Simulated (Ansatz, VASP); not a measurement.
Two plane-wave programs on Ni3O4

The input INCAR:

```
  PREC = Accurate
  ENCUT = 700
  EDIFF = 1E-6
  ISMEAR = 0
  SIGMA = 0.15
  LREAL = F
  LASPH = T
  NELM = 120
  ALGO = Normal
  ISIF = 2
  LWAVE = F
  LCHARG = T
  GGA = PS
  LELF = T
  LVHAR = T
  NBANDS = 48
  GGA_COMPAT = F
```

KPOINTS

```
regular mesh
0
Gamma
  8 8 14
```

File POSCAR:

```
Ni3O4
1.0
    2.8365053875     -3.8061089693      0.0000000000
    2.8365053875      3.8061089693      0.0000000000
    0.0000000000      0.0000000000      2.8899735647
Ni O
3 4
Direct
    0.5000000000      0.0000000000      0.5000000000
    0.0000000000      0.5000000000      0.5000000000
    0.0000000000      0.0000000000      0.0000000000
    0.7878888826      0.7878888826      0.5000000000
    0.2121111174      0.2121111174      0.5000000000
    0.2371644473      0.7628355527      0.0000000000
    0.7628355527      0.2371644473      0.0000000000
```

Input for Ansatz:

```yaml
crystal:
  lattice:
    - [2.8365053875, -3.8061089693, 0.0]
    - [2.8365053875, 3.8061089693, 0.0]
    - [0.0, 0.0, 2.8899735647]
  atoms:
    - { symbol: Ni, position: [0.5, 0.0, 0.5] }
    - { symbol: Ni, position: [0.0, 0.5, 0.5] }
    - { symbol: Ni, position: [0.0, 0.0, 0.0] }
    - { symbol: O, position: [0.7878888826, 0.7878888826, 0.5] }
    - { symbol: O, position: [0.2121111174, 0.2121111174, 0.5] }
    - { symbol: O, position: [0.2371644473, 0.7628355527, 0.0] }
    - { symbol: O, position: [0.7628355527, 0.2371644473, 0.0] }
basis:
  ecutwfc: 420
kpoints:
  mp_grid: { grid: [8, 8, 14] }
hamiltonian:
  xc: pbesol
scf:
  occupations: { method: gaussian, width: 0.15 }
output:
  forces: true
  stress: true
  eigenvalues: true
```

Change from the starting cell: strain -0.030 along x and y, +0.015 along z, atoms carried along.

Alike in both runs: task single point; functional PBEsol; k mesh 8 × 8 × 14; occupations gaussian, width 0.15 eV; no spin polarisation.

|  | VASP | Ansatz |
| --- | --- | --- |
| version | VASP 6.6.1 | Ansatz 0.2.0 |
| potentials or method | VASP PAW PBE potentials, release 64 (Ni_sv_GW, O), cutoff 700 eV | scalar-relativistic, plane waves, PAW |
| valence electrons in the cell | 78 | 78 |

```csv
,VASP,Ansatz,Ansatz less VASP
gap on the k mesh at the Fermi level (eV),none,none,-
pressure (GPa),10.9,11.5,+0.60
"traceless stress, the component that is largest in VASP (GPa)",5.44,5.30,-0.132
rms of the force components (eV/Å),0.285,0.270,-0.0146
```

VASP's potentials were made for PBE, not for PBEsol. Atom by atom the forces differ by 0.015 eV/Å (rms over components). A gap of «none» marks a metal or a gap that the smearing closes. With one functional, cell and mesh, what is left measures potentials, basis and numerics.
